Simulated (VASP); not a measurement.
**HfO2: single point with PBEsol**

HfO2:

```
CELL_PARAMETERS angstrom
0.00000 -2.52207 -2.52207
0.00000 2.52207 -2.52207
5.04413 0.00000 0.00000
ATOMIC_POSITIONS crystal
Hf 0.01919 0.98081 0.00000
Hf 0.48081 0.51919 0.50000
O 0.99924 0.49924 0.68593
O 0.50076 0.00076 0.31407
O 0.99924 0.49924 0.18593
O 0.50076 0.00076 0.81407
```

This cell differs from its parent crystal: atoms displaced along a vibrational mode.

```yaml
Program: VASP 6.6.1
Task: single point
Functional: PBEsol
Potentials_or_basis: VASP PAW PBE potentials, release 64 (Hf_pv, O)
Cutoff: 520 eV
k_mesh: 6 × 6 × 6
Occupations: gaussian, width 0.05 eV
Spin: no spin polarisation
Dipole_correction: no
Further_INCAR_settings: ALGO = Normal; EDIFF = 1e-06; NBANDS = 31
```

| Property | Result |
| --- | --- |
| Pressure | 8.5 GPa |
| Largest force | 1.441 eV/Å |
| Band gap on the k mesh | 4.41 eV (least direct gap 4.50 eV) |

Forces on the atoms (eV/Å):
```
Hf   0.000  1.441  0.000
Hf   0.000 -1.441  0.000
O    0.752  0.769  0.401
O   -0.752  0.769 -0.401
O    0.752 -0.769  0.401
O   -0.752 -0.769 -0.401
```

Stress tensor (GPa, compression positive):
```
15.03  0.00  8.19
 0.00  5.15  0.00
 8.19  0.00  5.25
```

Levels at points of the mesh, in eV from the valence-band top:
```csv
k point,band 19,band 20,band 21,band 22,band 23,band 24,band 25,band 26
"(0.00, 0.00, 0.00)",-1.00,-0.57,-0.52,-0.10,4.41,4.61,5.72,6.16
"(0.50, 0.00, 0.00)",-1.82,-1.61,-0.19,-0.11,4.83,4.88,5.83,6.51
"(0.50, 0.50, 0.00)",-1.34,-1.20,-0.59,-0.55,5.63,5.63,6.37,6.41
"(0.00, 0.00, 0.50)",-0.95,-0.95,-0.44,-0.44,5.19,5.19,5.85,5.85
"(0.50, 0.00, 0.50)",-1.85,-1.56,-1.18,-1.16,5.02,5.12,5.58,5.86
"(0.50, 0.50, 0.50)",-2.03,-2.03,-0.57,-0.57,5.70,5.70,6.67,6.67
```

Wall time 2.8 min on 1 thread of Intel Xeon 8259CL (shared host), peak memory 0.25 GiB.

Caveat: the cell differs from its parent crystal (atoms displaced along a vibrational mode); the cell stands under pressure; the PAW data sets were made with another functional, which shifts forces and pressure a little; spin-orbit coupling is left out, which moves the levels of the heavy elements. A k mesh can miss the band edges.
